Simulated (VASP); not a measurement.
Input of a VASP 6.6.1 run:

File INCAR:

```
PREC = Accurate ; ENCUT = 520
EDIFF = 1E-6 ; ISMEAR = -1
SIGMA = 0.1 ; LREAL = F
LASPH = T ; NELM = 150
ALGO = Normal ; ISIF = 2
LWAVE = F ; LCHARG = T
ISPIN = 2 ; MAGMOM = -0.06 -0.59
LORBIT = 11 ; GGA = PS
LELF = T ; LVHAR = T
NBANDS = 15
```

KPOINTS

```
Automatic mesh
0
Gamma
  8 8 8
```

Contents of POSCAR:

```
Si
1.0
    0.0000000000      2.6850649043      2.6850649043
    2.6850649043      0.0000000000      2.6850649043
    2.6850649043      2.6850649043      0.0000000000
Si
2
Direct
    0.5000000000      0.5000000000      0.5000000000
    0.7500000000      0.7500000000      0.7500000000
```

Potentials or basis: VASP PAW PBE potentials, release 64 (Si).

Run with:

```console
$ cat potpaw_PBE.64/Si/POTCAR > POTCAR
$ mpirun -np 1 vasp_std > vasp.out
```

What does it give for the pressure?

3.7 GPa.

What does it give for the band gap on the k mesh?

0.45 eV, indirect (least direct gap 2.53 eV).

What does it give for the net moment?

0.00 μB per cell.

Caveat: the PAW data sets were made with another functional, which shifts forces and pressure a little. A k mesh can miss the band edges.
